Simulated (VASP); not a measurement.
Set up this calculation in VASP 6.6.1, as the native input.

```
Task                   : single point
Functional             : r2SCAN
Potentials or basis    : VASP PAW PBE potentials, release 64 (Ti_sv, Al)
Cutoff                 : 520 eV
k mesh                 : 12 × 12 × 12
Occupations            : gaussian, width 0.15 eV
Spin                   : no spin polarisation
Dipole correction      : no
Further INCAR settings : ALGO = Normal; EDIFF = 1e-07; NBANDS = 18
```

TiAl3:

```xyz
4
Lattice="3.8963 0.0000 0.0000 0.0000 3.8963 0.0000 0.0000 0.0000 4.0743" Properties=species:S:1:pos:R:3 pbc="T T T"
Ti    0.0000    0.0000    0.0000
Al    1.9482    1.9482    0.0000
Al    1.9482    0.0000    2.0372
Al    0.0000    1.9482    2.0372
```

This cell differs from its parent crystal: strain -0.015 along x and y, +0.030 along z.

One way to write it, as run:

POSCAR

```
TiAl3
1.0
    3.8963361812      0.0000000000      0.0000000000
    0.0000000000      3.8963361812      0.0000000000
    0.0000000000      0.0000000000      4.0743413875
Ti Al
1 3
Direct
    0.0000000000      0.0000000000      0.0000000000
    0.5000000000      0.5000000000      0.0000000000
    0.5000000000      0.0000000000      0.5000000000
    0.0000000000      0.5000000000      0.5000000000
```

INCAR.step1

```
SYSTEM = TiAl3
PREC     = Accurate       ! precision mode
ENCUT    = 520            ! plane-wave cutoff, eV
ISMEAR   = 0              ! smearing method
SIGMA    = 0.15           ! smearing width, eV
LREAL    = .FALSE.        ! projectors in reciprocal space
LASPH    = .TRUE.         ! aspherical terms in the spheres
NELM     = 100            ! most SCF steps
NBANDS   = 18             ! bands
GGA      = PE             ! functional
ALGO     = Normal         ! electronic algorithm
EDIFF    = 1E-4           ! SCF threshold, eV
LWAVE    = .TRUE.         ! write WAVECAR
LCHARG   = .FALSE.        ! write CHGCAR
```

INCAR.step2

```
SYSTEM = TiAl3
PREC     = Accurate       ! precision mode
ENCUT    = 520            ! plane-wave cutoff, eV
EDIFF    = 1E-7           ! SCF threshold, eV
ISMEAR   = 0              ! smearing method
SIGMA    = 0.15           ! smearing width, eV
LREAL    = .FALSE.        ! projectors in reciprocal space
LASPH    = .TRUE.         ! aspherical terms in the spheres
NELM     = 100            ! most SCF steps
ALGO     = Normal         ! electronic algorithm
ISIF     = 2              ! what is computed and relaxed
LWAVE    = .FALSE.        ! write WAVECAR
LCHARG   = .FALSE.        ! write CHGCAR
METAGGA  = R2SCAN         ! meta-GGA
LMIXTAU  = .TRUE.       
NBANDS   = 18             ! bands
ISTART   = 1
```

KPOINTS

```
regular mesh
0
G
  12 12 12
  0 0 0
```

Potentials or basis: VASP PAW PBE potentials, release 64 (Ti_sv, Al).

The run is started by

```console
$ cat potpaw_PBE.64/Ti_sv/POTCAR potpaw_PBE.64/Al/POTCAR > POTCAR
$ cp INCAR.step1 INCAR
$ mpirun -np 1 vasp_std > vasp.out
$ cp INCAR.step2 INCAR
$ mpirun -np 1 vasp_std > vasp.out
```

It gave:

```
Pressure               : 0.2 GPa
Band gap on the k mesh : zero (an odd number of electrons rules out a gap without spin polarisation)
```

Caveat: the cell differs from its parent crystal (strain -0.015 along x and y, +0.030 along z); the PAW data sets were made with another functional, which shifts forces and pressure a little.

Wall time 10 min on 1 thread of Intel(R) Xeon(R) 6975P-C (Granite Rapids), with other jobs on the host, peak memory 0.32 GiB.
